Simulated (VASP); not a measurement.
BAs, 2 atoms in the cell. The structure is cubic, space group F-43m (No. 216). Conventional cell: a = 4.777 Å, b = 4.777 Å, c = 4.777 Å, α = 90.00°, β = 90.00°, γ = 90.00°. Within 2.7 Å of B (site symmetry -43m) lie 4 As at 2.07 Å. As (site symmetry -43m) has 4 B at 2.07 Å within 2.7 Å. 

| Property | Result |
| --- | --- |
| Program | VASP 6.6.1 |
| Task | single point |
| Functional | PBE |
| Potentials or basis | VASP PAW PBE potentials, release 64 (B, As) |
| Cutoff | 500 eV |
| k mesh | 10 × 10 × 10 |
| Occupations | gaussian, width 0.01 eV |
| Spin | no spin polarisation |
| Dipole correction | no |
| Further INCAR settings | ALGO = Normal; EDIFF = 1e-06; NBANDS = 11 |

Potentials or basis: VASP PAW PBE potentials, release 64 (B, As).

Command:

```sh
$ cat potpaw_PBE.64/B/POTCAR potpaw_PBE.64/As/POTCAR > POTCAR
$ mpirun -np 1 vasp_std > vasp.out
```

Hardware: 1 thread of Intel Xeon 8259CL, on a shared host.

Estimate the wall time of this run.

Run time: 47 s on 1 thread of Intel Xeon 8259CL, with other jobs on the host, peak memory 0.16 GiB. Counts: scf iterations 12, k points 47.
